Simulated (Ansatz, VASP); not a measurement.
# Two plane-wave programs on Be3Te2

```xyz
5
Lattice="4.7973 0.0000 0.0000 0.0000 4.7973 0.0000 0.0000 0.0000 4.7973" Properties=species:S:1:pos:R:3 pbc="T T T"
Be    0.0000    2.3986    2.3986
Be    2.3986    0.0000    2.3986
Be    2.3986    2.3986    0.0000
Te    0.0000    0.0000    0.0000
Te    2.3986    2.3986    2.3986
```

Alike in both runs: task relaxation of cell and atoms; functional PBE; k mesh 8 × 8 × 8; occupations gaussian, width 0.1 eV; no spin polarisation.

```csv
,VASP,Ansatz
version,VASP 6.6.1,Ansatz 0.2.0
potentials or method,"VASP PAW PBE potentials, release 64 (Be, Te), cutoff 600 eV","scalar-relativistic, plane waves, PAW"
valence electrons in the cell,18,38
```

|  | VASP | Ansatz | Ansatz less VASP |
| --- | --- | --- | --- |
| gap on the k mesh at the Fermi level, each at its own relaxed structure (eV) | none | none | - |
| relaxed volume (Å³/atom) | 21.96 | 21.89 | -0.064 |
| relaxed length of the cell vector where the two differ most in proportion (Å) | 4.788 | 4.784 | -0.0047 |

A gap of «none» marks a metal or a gap that the smearing closes. VASP's potentials hold 18 valence electrons a cell and Ansatz's 38, so a difference there can come from the potentials and not from the codes.

Spin-orbit coupling is off throughout.
